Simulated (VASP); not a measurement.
# CuO (P6_3/mmc) in VASP: vibrations by perturbation theory with LDA

Aim: the vibrations by perturbation theory of CuO with LDA.

Program: VASP 6.6.1. These are calculated values, not measurements. Logs are shortened: lines on timing, memory, paths and dates and some standing lists are left out, and cuts for length are marked.

## Step 1: The cell of the first run

Symmetry: P6_3/mmc, No. 194, hexagonal system. The conventional cell has a = 3.180 Å, b = 3.180 Å, c = 4.431 Å, α = 90.00°, β = 90.00°, γ = 120.00°. Within 2.8 Å of Cu (site symmetry -3m) lie 6 O at 2.14 Å and 2 Cu at 2.22 Å. O (site symmetry -6m2) has 6 Cu at 2.14 Å and 6 O at 2.88 Å within 2.9 Å.

## Step 2: Vibrations by perturbation theory, LDA

File INCAR:

```
SYSTEM = CuO
PREC = Accurate
ENCUT = 520
EDIFF = 1E-8
ISMEAR = -1
SIGMA = 0.05
LREAL = .FALSE.
LASPH = .TRUE.
NELM = 100
ALGO = Normal
ISIF = 2
LWAVE = .FALSE.
LCHARG = .TRUE.
GGA = CA
IBRION = 8
NSW = 1
```

File KPOINTS:

```
regular mesh
0
G
  8 8 5
  0 0 0
```

File POSCAR:

```
CuO
1.0
    3.1795331000      0.0000000000      0.0000000000
   -1.5897665500      2.7535564400      0.0000000000
    0.0000000000      0.0000000000      4.4314907300
Cu O
2 2
Direct
    0.0000000000      0.0000000000      0.0000000000
    0.0000000000      0.0000000000      0.5000000000
    0.3333333333      0.6666666667      0.2500000000
    0.6666666667      0.3333333333      0.7500000000
```

Potentials or basis: VASP PAW LDA potentials, release 64 (Cu, O).

On the command line:

```sh
$ cat potpaw_LDA.64/Cu/POTCAR potpaw_LDA.64/O/POTCAR > POTCAR
$ mpirun -np 1 vasp_std > vasp.out
```

OUTCAR:

```text
SYSTEM = CuO
   PREC = Accurate
   ENCUT = 520
   EDIFF = 1E-8
   ISMEAR = -1
   LREAL = .FALSE.
   LASPH = .TRUE.
   NELM = 100
   ISIF = 2
   GGA = CA
   IBRION = 8
   NSW = 1

 ion  position               nearest neighbor table
   1  0.000  0.000  0.000-   3 2.14   4 2.14   4 2.14   3 2.14   4 2.14   3 2.14   2 2.22   2 2.22

   2  0.000  0.000  0.500-   3 2.14   4 2.14   4 2.14   3 2.14   4 2.14   3 2.14   1 2.22   1 2.22

   3  0.333  0.667  0.250-   1 2.14   2 2.14   1 2.14   2 2.14   1 2.14   2 2.14
   4  0.667  0.333  0.750-   1 2.14   2 2.14   1 2.14   2 2.14   1 2.14   2 2.14

  LATTYP: Found a hexagonal cell.
 ALAT       =     3.1795331000
 C/A-ratio  =     1.3937551806

  Lattice vectors:

 A1 = (   3.1795331000,   0.0000000000,   0.0000000000)
 A2 = (  -1.5897665500,   2.7535564400,   0.0000000000)
 A3 = (   0.0000000000,   0.0000000000,   4.4314907300)

Analysis of symmetry for initial positions (statically):
=====================================================================
 Subroutine PRICEL returns:
 Original cell was already a primitive cell.

 Routine SETGRP: Setting up the symmetry group for a
 hexagonal supercell.

 Subroutine GETGRP returns: Found 24 space group operations
 (whereof 12 operations were pure point group operations)
 out of a pool of 24 trial point group operations.

The static configuration has the point symmetry D_3d.
 The point group associated with its full space group is D_6h.

Analysis of symmetry for dynamics (positions and initial velocities):
=====================================================================
 Subroutine PRICEL returns:
 Original cell was already a primitive cell.

 Routine SETGRP: Setting up the symmetry group for a
 hexagonal supercell.

 Subroutine GETGRP returns: Found 24 space group operations
 (whereof 12 operations were pure point group operations)
 out of a pool of 24 trial point group operations.

The dynamic configuration has the point symmetry D_3d.
 The point group associated with its full space group is D_6h.

 Subroutine INISYM returns: Found 24 space group operations
 (whereof 12 operations are pure point group operations),
 and found     1 'primitive' translations

----------------------------------------------------------------------------------------

                                     Primitive cell

  volume of cell :      38.7978

  direct lattice vectors                    reciprocal lattice vectors
     3.179533100  0.000000000  0.000000000     0.314511587  0.181583349  0.000000000
    -1.589766550  2.753556440  0.000000000     0.000000000  0.363166698  0.000000000
     0.000000000  0.000000000  4.431490730     0.000000000  0.000000000  0.225657699

  length of vectors
     3.179533100  3.179533103  4.431490730     0.363166698  0.363166698  0.225657699

  position of ions in fractional coordinates (direct lattice)
     0.000000000  0.000000000  0.000000000
     0.000000000  0.000000000  0.500000000
     0.333333333  0.666666667  0.250000000
     0.666666667  0.333333333  0.750000000

  ion indices of the primitive-cell ions
   primitive index   ion index
                 1           1
                 2           2
                 3           3
                 4           4

----------------------------------------------------------------------------------------

 KPOINTS: regular mesh

Automatic generation of k-mesh.
 Grid dimensions read from file:
 generate k-points for:    8    8    5

 Generating k-lattice:

  Cartesian coordinates                     Fractional coordinates (reciprocal lattice)
     0.039313948  0.022697919  0.000000000     0.125000000  0.000000000  0.000000000
     0.000000000  0.045395837  0.000000000     0.000000000  0.125000000  0.000000000
     0.000000000  0.000000000  0.045131540     0.000000000  0.000000000  0.200000000

  Length of vectors
     0.045395837  0.045395837  0.045131540

  Shift w.r.t. Gamma in fractional coordinates (k-lattice)
[... 69 lines left out ...]
   IALGO  =     38    algorithm
   IMIX   =      4    mixing-type and parameters
     AMIX     =   0.40;   BMIX     =  1.00
     AMIX_MAG =   1.60;   BMIX_MAG =  1.00
  volume/ion in A,a.u.               =       9.70        65.46
  Fermi-wavevector in a.u.,A,eV,Ry     =   1.566626  2.960494 33.393023  2.454318
  Thomas-Fermi vector in A             =   2.668926
   LORBIT       =      0    0 simple, 1 ext, 2 COOP (PROOUT), +10 PAW based schemes
   GGA     = CA    functional components
   LHFCALC =     F    Hartree Fock is set to
   AEXX    =    0.0000 exact exchange contribution
   IVDW    =     0    specifies the selected vdW correction
   LEPSILON=     F    determine dielectric tensor
   LRPA    =     F    only Hartree local field effects (RPA)
 non-spin polarized calculation
  energy-cutoff  :      520.00
  volume of cell :       38.80
 maximum number of plane-waves:      1054
 NGX is ok and might be reduce to    24
   NGX = 11   NGY = 11   NGZ = 17

--------------------------------------- Ionic step        1  -------------------------------------------

 number of electron      34.0000021 magnetization

 Free energy of the ion-electron system (eV)
  ---------------------------------------------------
  ext. energy  EPLUGINS =         0.00000000
  ---------------------------------------------------
  free energy    TOTEN  =       -21.78522526 eV

  energy without entropy =      -21.75218146  energy(sigma->0) =      -21.76870336

 E-fermi :   5.4301     XC(G=0): -12.7359

 val. band max:        5.4130168065   @ k =   0.2500   0.2500   0.4000
 cond. band min:       5.4440708284   @ k =   0.3750   0.1250   0.0000
 fundamental gap:      0.0310540219
 Fermi energy:         5.4301303677

 k-point     1 :       0.0000    0.0000    0.0000
  band No.  band energies     occupation
      1     -13.5123      2.00000
      2     -11.8569      2.00000
      3      -1.1819      2.00000
      4       0.0302      2.00000
      5       0.0302      2.00000
      6       1.1061      2.00000
[... 565 lines left out ...]
     20      11.4767      0.00000
     21      15.1549      0.00000

 [... further k-points ...]

------------------------ aborting loop because EDIFF is reached ----------------------------------------

  FORCE on cell =-STRESS in cart. coord.  units (eV):
  Direction    XX          YY          ZZ          XY          YZ          ZX
  --------------------------------------------------------------------------------------
  -------------------------------------------------------------------------------------
  Total       -5.8220689     -5.8220689      4.7912233      0.0000000      0.0000000     -0.0000000
  in kB     -240.4256184   -240.4256190    197.8562688      0.0000000      0.0000000     -0.0000000
  external PRESSURE =     -94.3316562 kB  Pullay stress =       0.0000000 kB

 VOLUME and BASIS-vectors are now :
 -----------------------------------------------------------------------------
  energy-cutoff  :      520.00
  volume of cell :       38.80
      direct lattice vectors                 reciprocal lattice vectors
     3.179533100  0.000000000  0.000000000     0.314511587  0.181583349  0.000000000
    -1.589766550  2.753556440  0.000000000     0.000000000  0.363166698  0.000000000
     0.000000000  0.000000000  4.431490730     0.000000000  0.000000000  0.225657699

 POSITION                                       TOTAL-FORCE (eV/Angst)
 -----------------------------------------------------------------------------------
      0.00000      0.00000      0.00000        -0.000000      0.000000      0.000000
      0.00000      0.00000      2.21575        -0.000000      0.000000      0.000000
     -0.00000      1.83570      1.10787        -0.000000      0.000000     -0.000000
      1.58977      0.91785      3.32362         0.000000     -0.000000      0.000000
 -----------------------------------------------------------------------------------
    total drift:                               -0.000000      0.000000      0.000000

  FREE ENERGIE OF THE ION-ELECTRON SYSTEM (eV)
  ---------------------------------------------------
  free  energy   TOTEN  =       -21.7852252615 eV

  energy  without entropy=      -21.7521814619  energy(sigma->0) =      -21.76870336

[... ionic steps 2 to 9 ...]

--------------------------------------- Ionic step       10  -------------------------------------------

------------------------ aborting loop because EDIFF is reached ----------------------------------------

[... ionic steps 11 to 11 ...]

--------------------------------------- Ionic step       12  -------------------------------------------

 Free energy of the ion-electron system (eV)
  ---------------------------------------------------
  ---------------------------------------------------
  free energy    TOTEN  =        -0.36761756 eV

  energy without entropy =       -0.36761756

------------------------ aborting loop because EDIFF is reached ----------------------------------------

 INTERNAL STRAIN TENSOR  FOR ION    3  DIRECTION 3   (eV/Angst):
 -----------------------------------------------------------------------------
    -0.01600  0.00000  0.00000
     0.00000 -0.01600 -0.00000
     0.00000 -0.00000  0.01826

 INTERNAL STRAIN TENSOR FOR ION    4 for displacements in x,y,z  (eV/Angst):
          X           Y           Z          XY          YZ          ZX
  --------------------------------------------------------------------------------
  x     0.00000     0.00000     0.00000     5.24658     0.00000     0.00000
  y     5.24658    -5.24658     0.00000     0.00000     0.00000     0.00000
  z     0.00000    -0.00000     0.00000     0.00000     0.00000     0.00000

 SECOND DERIVATIVES (NOT SYMMETRIZED)
 ------------------------------------
               1X          1Y          1Z          2X          2Y          2Z          3X          3Y          3Z          4X          4Y          4Z
  1X    -1.035760    0.000000    0.000000   -2.698322    0.000000    0.000000    1.867041    0.000000    0.000000    1.867041    0.000000    0.000000
  1Y     0.000000   -1.035760    0.000000    0.000000   -2.698322    0.000000    0.000000    1.867041    0.000000    0.000000    1.867041    0.000000
  1Z     0.000000   -0.000000  -22.498191    0.000000    0.000000   19.600949    0.000000    0.000000    1.448621   -0.000000    0.000000    1.448621
  2X    -2.698322    0.000000    0.000000   -1.035760    0.000000    0.000000    1.867041    0.000000    0.000000    1.867041    0.000000    0.000000
  2Y     0.000000   -2.698322    0.000000    0.000000   -1.035760    0.000000    0.000000    1.867041    0.000000    0.000000    1.867041    0.000000
  2Z    -0.000000   -0.000000   19.600949    0.000000    0.000000  -22.498191   -0.000000   -0.000000    1.448621    0.000000   -0.000000    1.448621
  3X     1.828831    0.000000    0.000000    1.828831    0.000000    0.000000   -2.280954    0.000000    0.000000   -1.376708    0.000000    0.000000
  3Y     0.000000    1.828831   -0.000000    0.000000    1.828831    0.000000    0.000000   -2.280954    0.000000    0.000000   -1.376708    0.000000
  3Z     0.000000    0.000000    1.424363   -0.000000    0.000000    1.424363    0.000000    0.000000   -4.854182    0.000000    0.000000    2.005455
  4X     1.828831    0.000000    0.000000    1.828831    0.000000    0.000000   -1.376708    0.000000    0.000000   -2.280954    0.000000    0.000000
  4Y     0.000000    1.828831   -0.000000    0.000000    1.828831    0.000000    0.000000   -1.376708    0.000000    0.000000   -2.280954    0.000000
  4Z     0.000000    0.000000    1.424363   -0.000000    0.000000    1.424363    0.000000    0.000000    2.005455    0.000000    0.000000   -4.854182

 Eigenvectors and eigenvalues of the dynamical matrix
 ----------------------------------------------------

   1 f  =   12.724573 THz    79.950852 2PiTHz  424.446080 cm-1    52.624583 meV
             X         Y         Z           dx          dy          dz
      0.000000  0.000000  0.000000    -0.000000    0.000000   -0.707107
      0.000000  0.000000  2.215745    -0.000000   -0.000000    0.707107
     -0.000000  1.835704  1.107873     0.000000   -0.000000    0.000000
      1.589767  0.917852  3.323618     0.000000   -0.000000   -0.000000
[... 71 lines left out ...]
  12 f/i=    2.528690 THz    15.888225 2PiTHz   84.348005 cm-1    10.457815 meV
             X         Y         Z           dx          dy          dz
      0.000000  0.000000  0.000000    -0.000000   -0.707107   -0.000000
      0.000000  0.000000  2.215745     0.000000    0.707107    0.000000
     -0.000000  1.835704  1.107873    -0.000000    0.000000    0.000000
      1.589767  0.917852  3.323618    -0.000000    0.000000   -0.000000

--------------------------------------------------------------------------------------------------------

 ELASTIC MODULI CONTR FROM IONIC RELAXATION (kBar)
 Direction    XX          YY          ZZ          XY          YZ          ZX
 --------------------------------------------------------------------------------
 XX       -2514.1985   2514.1985     -0.0000     -0.0000      0.0000      0.0000
 YY        2514.1985  -2514.1985      0.0000      0.0000      0.0000      0.0000
 ZZ          -0.0000      0.0000     -0.0000      0.0000      0.0000      0.0000
 XY          -0.0000      0.0000      0.0000  -2514.1985      0.0000      0.0000
 YZ           0.0000      0.0000      0.0000      0.0000      0.0000      0.0000
 ZX           0.0000      0.0000      0.0000      0.0000      0.0000      0.0000
 --------------------------------------------------------------------------------
```

Wall time 7.5 min (1 thread of AMD EPYC 7R43 (Zen 3), shared host); peak memory 0.24 GiB.

What came out:

```yaml
Highest_phonon_frequency_at_Γ_LO-TO_splitting_left_out: 424 cm⁻¹
Most_unstable_mode: 84i cm⁻¹
```

Phonon frequencies in cm⁻¹ (negative: imaginary):
```tsv
q point	frequencies
(0.000, 0.000, 0.000)	-84 -84 -1 -1 -1 124 124 247 280 280 341 424
```

Caveat: the cell stands under pressure or tension, which shifts response properties; some modes are imaginary.
